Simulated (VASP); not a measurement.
# Cs (Fm-3m) in VASP: single point with LDA

Aim: the single point of Cs with LDA.

Everything below comes from runs of VASP 6.6.1. Logs are shortened: lines on timing, memory, paths and dates and some standing lists are left out, and cuts for length are marked.

## 1. The cell of the first run

Symmetry: Fm-3m, No. 225, cubic system. The conventional cell has a = 10.443 Å, b = 10.443 Å, c = 10.443 Å, α = 90.00°, β = 90.00°, γ = 90.00°.

## 2. Single point, LDA

Input file INCAR:

```
SYSTEM = Cs
  ALGO = Normal
  EDIFF = 1E-6
  ENCUT = 520
  ISIF = 2
  ISMEAR = -1
  LASPH = .TRUE.
  LCHARG = .FALSE.
  LREAL = .FALSE.
  LWAVE = .FALSE.
  NBANDS = 10
  NELM = 80
  PREC = Accurate
  SIGMA = 0.1
```

Input file KPOINTS:

```
k-points
0
G
  4 4 4
  0 0 0
```

Input file POSCAR:

```
Cs
1.0
    0.0000000000      5.2212840000      5.2212840000
    5.2212840000      0.0000000000      5.2212840000
    5.2212840000      5.2212840000      0.0000000000
Cs
1
Direct
    0.0000000000      0.0000000000      0.0000000000
```

Potentials or basis: VASP PAW LDA potentials, release 64 (Cs_sv).

On the command line:

```console
$ cat potpaw_LDA.64/Cs_sv/POTCAR > POTCAR
$ mpirun -np 1 vasp_std > vasp.out
```

OUTCAR:

```text
SYSTEM = Cs
   EDIFF = 1E-6
   ENCUT = 520
   ISIF = 2
   ISMEAR = -1
   LASPH = .TRUE.
   LREAL = .FALSE.
   NELM = 80
   PREC = Accurate

 ion  position               nearest neighbor table
   1  0.000  0.000  0.000-

  LATTYP: Found a face centered cubic cell.
 ALAT       =    10.4425680000

  Lattice vectors:

 A1 = (   0.0000000000,   5.2212840000,   5.2212840000)
 A2 = (   5.2212840000,   0.0000000000,   5.2212840000)
 A3 = (   5.2212840000,   5.2212840000,   0.0000000000)

Analysis of symmetry for initial positions (statically):
=====================================================================
 Subroutine PRICEL returns:
 Original cell was already a primitive cell.

 Routine SETGRP: Setting up the symmetry group for a
 face centered cubic supercell.

 Subroutine GETGRP returns: Found 48 space group operations
 (whereof 48 operations were pure point group operations)
 out of a pool of 48 trial point group operations.

The static configuration has the point symmetry O_h .

Analysis of symmetry for dynamics (positions and initial velocities):
=====================================================================
 Subroutine PRICEL returns:
 Original cell was already a primitive cell.

 Routine SETGRP: Setting up the symmetry group for a
 face centered cubic supercell.

 Subroutine GETGRP returns: Found 48 space group operations
 (whereof 48 operations were pure point group operations)
 out of a pool of 48 trial point group operations.

The dynamic configuration has the point symmetry O_h .

 Subroutine INISYM returns: Found 48 space group operations
 (whereof 48 operations are pure point group operations),
 and found     1 'primitive' translations

----------------------------------------------------------------------------------------

                                     Primitive cell

  volume of cell :     284.6833

  direct lattice vectors                    reciprocal lattice vectors
     0.000000000  5.221284000  5.221284000    -0.095761885  0.095761885  0.095761885
     5.221284000  0.000000000  5.221284000     0.095761885 -0.095761885  0.095761885
     5.221284000  5.221284000  0.000000000     0.095761885  0.095761885 -0.095761885

  length of vectors
     7.384010646  7.384010646  7.384010646     0.165864451  0.165864451  0.165864451

  position of ions in fractional coordinates (direct lattice)
     0.000000000  0.000000000  0.000000000

  ion indices of the primitive-cell ions
[... 61 lines left out ...]
   IBRION =     -1    ionic relax: 0-MD 1-quasi-New 2-CG
   NFREE  =      0    steps in history (QN), initial steepest desc. (CG)
   ISIF   =      2    stress and relaxation
   ISYM   =      2    0-nonsym 1-usesym 2-fastsym
   POTIM  = 0.5000    time-step for ionic-motion
   TEBEG  =    0.0;   TEEND  =   0.0 temperature during run
   PSTRESS=    0.0 pullay stress
   NELECT =       9.0000    total number of electrons
   NUPDOWN=      -1.0000    fix difference up-down
   EMIN   =  10.00;   EMAX   =-10.00  energy-range for DOS
   EFERMI =   0.00;   METHOD = LEGACY
   ISMEAR =    -1;   SIGMA  =   0.10  broadening in eV -4-tet -1-fermi 0-gaus
   EFERMI_NEDOS =   21; number of points for ismear=-14 and -15
   IALGO  =     38    algorithm
   IMIX   =      4    mixing-type and parameters
     AMIX     =   0.40;   BMIX     =  1.00
     AMIX_MAG =   1.60;   BMIX_MAG =  1.00
  volume/ion in A,a.u.               =     284.68      1921.14
  Fermi-wavevector in a.u.,A,eV,Ry     =   0.517649  0.978214  3.645818  0.267960
  Thomas-Fermi vector in A             =   1.534163
   LORBIT       =      0    0 simple, 1 ext, 2 COOP (PROOUT), +10 PAW based schemes
   GGA     = CA    functional components
   LHFCALC =     F    Hartree Fock is set to
   AEXX    =    0.0000 exact exchange contribution
   IVDW    =     0    specifies the selected vdW correction
   LEPSILON=     F    determine dielectric tensor
   LRPA    =     F    only Hartree local field effects (RPA)
 non-spin polarized calculation
  energy-cutoff  :      520.00
  volume of cell :      284.68
 maximum number of plane-waves:      7727
 NGX is ok and might be reduce to    56
   NGX = 27   NGY = 27   NGZ = 27

 number of electron       8.9999999 magnetization

 Free energy of the ion-electron system (eV)
  ---------------------------------------------------
  ext. energy  EPLUGINS =         0.00000000
  ---------------------------------------------------
  free energy    TOTEN  =        -0.51987437 eV

  energy without entropy =       -0.44805705  energy(sigma->0) =       -0.48396571

 E-fermi :  -1.1140     XC(G=0):  -3.6477

 val. band max:       -1.2437634877   @ k =  -0.2500   0.2500   0.0000
 cond. band min:      -1.1078531775   @ k =   0.5000   0.0000   0.0000
 fundamental gap:      0.1359103101
 Fermi energy:        -1.1140446314

 k-point     1 :       0.0000    0.0000    0.0000
  band No.  band energies     occupation
      1     -25.6127      2.00000
      2     -12.3785      2.00000
      3     -12.3785      2.00000
      4     -12.3785      2.00000
      5      -1.9840      1.99967
      6       0.7264      0.00000
      7       0.7264      0.00000
      8       0.7264      0.00000
      9       1.1652      0.00000
     10       1.1652      0.00000
[... 79 lines left out ...]
 k-point     8 :      -0.2500    0.5000    0.2500
  band No.  band energies     occupation
      1     -25.6127      2.00000
      2     -12.3808      2.00000
      3     -12.3808      2.00000
      4     -12.3798      2.00000
      5      -0.4379      0.00231
      6      -0.1445      0.00012
      7      -0.1445      0.00012
      8      -0.1334      0.00011
      9       1.2405      0.00000
     10       1.4057      0.00000

------------------------ aborting loop because EDIFF is reached ----------------------------------------

  FORCE on cell =-STRESS in cart. coord.  units (eV):
  Direction    XX          YY          ZZ          XY          YZ          ZX
  --------------------------------------------------------------------------------------
  -------------------------------------------------------------------------------------
  Total       -0.5766873     -0.5766873     -0.5766873     -0.0000000     -0.0000000     -0.0000000
  in kB       -3.2455553     -3.2455553     -3.2455553     -0.0000000     -0.0000000     -0.0000000
  external PRESSURE =      -3.2455553 kB  Pullay stress =       0.0000000 kB

 VOLUME and BASIS-vectors are now :
 -----------------------------------------------------------------------------
  energy-cutoff  :      520.00
  volume of cell :      284.68
      direct lattice vectors                 reciprocal lattice vectors
     0.000000000  5.221284000  5.221284000    -0.095761885  0.095761885  0.095761885
     5.221284000  0.000000000  5.221284000     0.095761885 -0.095761885  0.095761885
     5.221284000  5.221284000  0.000000000     0.095761885  0.095761885 -0.095761885

 POSITION                                       TOTAL-FORCE (eV/Angst)
 -----------------------------------------------------------------------------------
      0.00000      0.00000      0.00000         0.000000      0.000000     -0.000000
 -----------------------------------------------------------------------------------
    total drift:                               -0.000000     -0.000000     -0.000000

  FREE ENERGIE OF THE ION-ELECTRON SYSTEM (eV)
  ---------------------------------------------------
  free  energy   TOTEN  =        -0.5198743747 eV

  energy  without entropy=       -0.4480570499  energy(sigma->0) =       -0.48396571
```

OSZICAR:

```text
N       E                     dE             d eps       ncg     rms          rms(c)
DAV:   1     0.611038956112E+02    0.61104E+02   -0.22140E+03   160   0.533E+02
DAV:   2     0.894803204583E+01   -0.52156E+02   -0.51545E+02   194   0.984E+01
DAV:   3    -0.286323787737E+00   -0.92344E+01   -0.92218E+01   178   0.468E+01
DAV:   4    -0.513794347211E+00   -0.22747E+00   -0.22745E+00   212   0.914E+00
DAV:   5    -0.514962546124E+00   -0.11682E-02   -0.11681E-02   270   0.566E-01    0.155E-01
DAV:   6    -0.516968824761E+00   -0.20063E-02   -0.99002E-04   232   0.122E-01    0.117E-01
DAV:   7    -0.519782466377E+00   -0.28136E-02   -0.77300E-03   220   0.341E-01    0.365E-02
DAV:   8    -0.519838539559E+00   -0.56073E-04   -0.20827E-04   222   0.699E-02    0.966E-03
DAV:   9    -0.519870190698E+00   -0.31651E-04   -0.33206E-05   186   0.203E-02    0.574E-03
DAV:  10    -0.519873422179E+00   -0.32315E-05   -0.81261E-06   240   0.122E-02    0.217E-03
DAV:  11    -0.519874374676E+00   -0.95250E-06   -0.19342E-06   196   0.390E-03
   1 F= -.51987437E+00 E0= -.48396571E+00  d E =-.718173E-01
```

stdout:

```text
POSCAR found type information on POSCAR Cs
 POSCAR found :  1 types and       1 ions
 scaLAPACK will be used
 LDA part: xc-table for (Slater(with rela. corr.)+CA(PZ))
 , standard interpolation
 POSCAR, INCAR and KPOINTS ok, starting setup
 FFT: planning ... GRIDC
 FFT: planning ... GRID_SOFT
 FFT: planning ... GRID
 WAVECAR not read
 entering main loop
```

Run time: 17 s. Hardware: 1 thread of Intel Xeon Platinum 8488C (Sapphire Rapids), shared host; peak memory 0.29 GiB.

What came out:

* Free energy: -0.5199 eV
* Pressure: -0.3 GPa

Levels at points of the mesh, in eV from the Fermi level:
```tsv
k point	band 2	band 3	band 4	band 5	band 6	band 7
(0.00, 0.00, 0.00)	-11.26	-11.26	-11.26	-0.87	1.84	1.84
(0.50, 0.00, 0.00)	-11.27	-11.26	-11.26	0.01	0.56	1.80
(0.50, 0.50, 0.00)	-11.27	-11.27	-11.27	0.41	0.82	1.22
```

Caveat: spin-orbit coupling is left out, which moves the levels of the heavy elements.
